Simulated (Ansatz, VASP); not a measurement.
## Two plane-wave programs on Ti

INCAR

```
  PREC = Accurate
  ENCUT = 520
  EDIFF = 1E-6
  ISMEAR = 0
  SIGMA = 0.15
  LREAL = F
  LASPH = T
  NELM = 60
  ALGO = Fast
  ISIF = 2
  LWAVE = F
  LCHARG = F
  GGA = PE
  NBANDS = 19
```

Contents of KPOINTS:

```
regular mesh
0
Gamma
  18 18 10
```

The input POSCAR:

```
Ti
1.0
    2.9499978604     -0.0884999358      0.0000000000
   -1.5516421228      2.5990230561      0.0000000000
    0.0000000000      0.0000000000      4.6860000000
Ti
2
Direct
    0.3333333333      0.6666666667      0.2500000000
    0.6666666667      0.3333333333      0.7500000000
```

Input for Ansatz:

```yaml
crystal:
  lattice:
    - [2.9499978604, -0.0884999358, 0.0]
    - [-1.5516421228, 2.5990230561, 0.0]
    - [0.0, 0.0, 4.686]
  atoms:
    - { symbol: Ti, position: [0.3333333333, 0.6666666667, 0.25] }
    - { symbol: Ti, position: [0.6666666667, 0.3333333333, 0.75] }
basis:
  ecutwfc: 420
kpoints:
  mp_grid: { grid: [18, 18, 10] }
hamiltonian:
  xc: pbe
scf:
  occupations: { method: gaussian, width: 0.15 }
output:
  forces: true
  stress: true
  eigenvalues: true
```

Change from the starting cell: strain -0.0600 x Voigt [0, 0, 0, 0, 0, 1], atoms carried along.

Alike in both runs: task single point; functional PBE; k mesh 18 × 18 × 10; occupations gaussian, width 0.15 eV; no spin polarisation.

```csv
,VASP,Ansatz
version,VASP 6.6.1,Ansatz 0.2.0
potentials or method,"VASP PAW PBE potentials, release 64 (Ti_sv), cutoff 520 eV","scalar-relativistic, plane waves, PAW"
valence electrons in the cell,24,24
```

|  | VASP | Ansatz | Ansatz less VASP |
| --- | --- | --- | --- |
| gap on the k mesh at the Fermi level (eV) | none | none | - |
| pressure (GPa) | -2.0 | -1.4 | +0.59 |
| traceless stress, the component that is largest in VASP (GPa) | 3.64 | 3.67 | +0.033 |
| rms of the force components (eV/Å) | 0.091 | 0.092 | +0.0012 |

Atom by atom the forces differ by 0.001 eV/Å (rms over components). A gap of «none» marks a metal or a gap that the smearing closes.
